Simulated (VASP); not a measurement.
Yb: single point with PBE

The system is Yb.

```
Yb
1.0
     0.00000    2.74310    2.74310
     2.74310    0.00000    2.74310
     2.74310    2.74310    0.00000
Yb
1
Direct
  0.00000 0.00000 0.00000
```

```yaml
Program: VASP 6.6.1
Task: single point
Functional: PBE
Potentials_or_basis: VASP PAW PBE potentials, release 64 (Yb)
Cutoff: 520 eV
k_mesh: 8 × 8 × 8
Occupations: fermi-dirac, width 0.05 eV
Spin: collinear spin, ferromagnetic start
Starting_moments: "[1.0] μB"
```

* Pressure: 6.9 GPa
* Band gap on the k mesh: zero (filled and empty bands overlap)
* Net moment: 0.01 μB per cell
* Valence electrons inside the program's atomic spheres: Yb 22.04

Levels at points of the mesh, in eV from the Fermi level:
Spin up:
```tsv
k point	band 10	band 11	band 12	band 13	band 14	band 15
(0.00, 0.00, 0.00)	-0.28	-0.28	-0.28	2.71	2.71	2.71
(0.50, 0.00, 0.00)	-0.29	-0.29	-0.28	0.12	2.52	2.53
(0.50, 0.50, 0.00)	-0.32	-0.31	-0.31	0.28	1.45	5.90
```
Spin down:
```csv
k point,band 9,band 10,band 11,band 12,band 13,band 14,band 15,band 16
"(0.00, 0.00, 0.00)",-0.34,-0.27,-0.27,-0.27,2.71,2.71,2.71,4.55
"(0.50, 0.00, 0.00)",-0.36,-0.28,-0.28,-0.27,0.12,2.52,2.54,5.88
"(0.50, 0.50, 0.00)",-0.35,-0.30,-0.29,-0.29,0.27,1.31,5.90,6.28
```

Run time: 4.6 min on 1 thread of Intel(R) Xeon(R) 6975P-C (Granite Rapids) (shared host), peak memory 0.25 GiB.

Caveat: spin-orbit coupling is left out, which moves the levels of the heavy elements. The state reached can hang on the start; a lower one may exist.
